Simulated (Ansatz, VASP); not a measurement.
C in VASP and in Ansatz

File INCAR:

```
SYSTEM = C
PREC     = Accurate       ! precision mode
ENCUT    = 520            ! plane-wave cutoff, eV
EDIFF    = 1E-7           ! SCF threshold, eV
ISMEAR   = 0              ! smearing method
SIGMA    = 0.15           ! smearing width, eV
LREAL    = .FALSE.        ! projectors in reciprocal space
LASPH    = .TRUE.         ! aspherical terms in the spheres
NELM     = 60             ! most SCF steps
ALGO     = Normal         ! electronic algorithm
ISIF     = 2              ! what is computed and relaxed
LWAVE    = .FALSE.        ! write WAVECAR
LCHARG   = .TRUE.         ! write CHGCAR
GGA      = CA             ! functional
LELF     = .TRUE.         ! ELF
LVHAR    = .TRUE.       
NBANDS   = 36             ! bands
```

Contents of KPOINTS:

```
Automatic mesh
0
G
  18 18 2
  0 0 0
```

File POSCAR:

```
C
1.0
    2.4059711464      0.0000000000      0.0000000000
   -1.2029855732      2.0836321336      0.0000000000
    0.0000000000      0.0000000000     28.6286562871
C
12
Direct
    0.6666666667      0.3333333333      0.0014381788
    0.6666666667      0.3333333333      0.5014563039
    0.6666666667      0.3333333333      0.7298539282
    0.6666666667      0.3333333333      0.2298723132
    0.0000000000      0.0000000000      0.6156893956
    0.3333333333      0.6666666667      0.2298539282
    0.0000000000      0.0000000000      0.1156893956
    0.6666666667      0.3333333333      0.6098799756
    0.3333333333      0.6666666667      0.7298723132
    0.3333333333      0.6666666667      0.1098799756
    0.3333333333      0.6666666667      0.5014381788
    0.3333333333      0.6666666667      0.0014563039
```

Input for Ansatz:

```yaml
crystal:
  lattice:
    - [2.4059711464, 0.0, 0.0]
    - [-1.2029855732, 2.0836321336, 0.0]
    - [0.0, 0.0, 28.6286562871]
  atoms:
    - { symbol: C, position: [0.6666666667, 0.3333333333, 0.0014381788] }
    - { symbol: C, position: [0.6666666667, 0.3333333333, 0.5014563039] }
    - { symbol: C, position: [0.6666666667, 0.3333333333, 0.7298539282] }
    - { symbol: C, position: [0.6666666667, 0.3333333333, 0.2298723132] }
    - { symbol: C, position: [0.0, 0.0, 0.6156893956] }
    - { symbol: C, position: [0.3333333333, 0.6666666667, 0.2298539282] }
    - { symbol: C, position: [0.0, 0.0, 0.1156893956] }
    - { symbol: C, position: [0.6666666667, 0.3333333333, 0.6098799756] }
    - { symbol: C, position: [0.3333333333, 0.6666666667, 0.7298723132] }
    - { symbol: C, position: [0.3333333333, 0.6666666667, 0.1098799756] }
    - { symbol: C, position: [0.3333333333, 0.6666666667, 0.5014381788] }
    - { symbol: C, position: [0.3333333333, 0.6666666667, 0.0014563039] }
basis:
  ecutwfc: 520.0
kpoints:
  mp_grid: { grid: [18, 18, 2] }
hamiltonian:
  xc: lda
  pseudopotentials: { kind: paw, azcp: { folder: soft_1 } }
scf:
  occupations: { method: gaussian, width: 0.15 }
output:
  forces: true
  stress: true
  eigenvalues: true
  write_density: true
  write_potential: true
  elf: true
  volumetric_format: npy
```

Alike in both runs: task single point; functional LDA; k mesh 18 × 18 × 2; occupations gaussian, width 0.15 eV; no spin polarisation.

```csv
,VASP,Ansatz
version,VASP 6.6.1,Ansatz 0.2.0
potentials or method,"VASP PAW LDA potentials, release 64 (C), cutoff 520 eV","scalar-relativistic, plane waves, PAW"
valence electrons in the cell,48,48
```

```csv
,VASP,Ansatz,Ansatz less VASP
gap on the k mesh at the Fermi level (eV),0.04,0.04,+0.001
least direct gap on the mesh (eV),0.04,0.04,+0.001
rms of the force components (eV/Å),0.949,0.957,+0.0080
```

Ansatz warns that its potentials were made for another functional, while VASP's fit it. LDA's correlation is that of Perdew and Zunger in VASP and of Perdew and Wang (1992) in Ansatz. Atom by atom the forces differ by 0.008 eV/Å (rms over components). Ansatz's warnings: xc potential rough in thin density.
